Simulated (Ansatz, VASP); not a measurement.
**One calculation of LiF, two programs**

```
Li F
1.0
     2.53186    0.01560    0.01560
     0.01560    2.53186    0.01560
     0.01560    0.01560    2.53186
Li F
1 1
Direct
  0.00000 0.00000 0.00000
  0.50000 0.50000 0.50000
```

Change from the starting cell: shear_111 strain +1.9%.

Alike in both runs: task single point; functional r2SCAN; k mesh 10 × 10 × 10; no spin polarisation.

|  | VASP | Ansatz |
| --- | --- | --- |
| version | VASP 6.6.1 | Ansatz 0.2.0 |
| potentials or method | VASP PAW PBE potentials, release 64 (Li_sv, F) | plane waves, PAW |
| plane-wave cutoff (eV) | 520 | 500 |
| occupations | gaussian, width 0.01 eV | fixed |
| valence electrons in the cell | 10 | 10 |

```csv
,VASP,Ansatz,Ansatz less VASP
gap on the k mesh at the Fermi level (eV),8.94,8.75,-0.196
```

VASP's potentials were made for PBE, not for r2SCAN.

Noted on VASP's run: the cutoff is short for stress, so the pressure is rough.
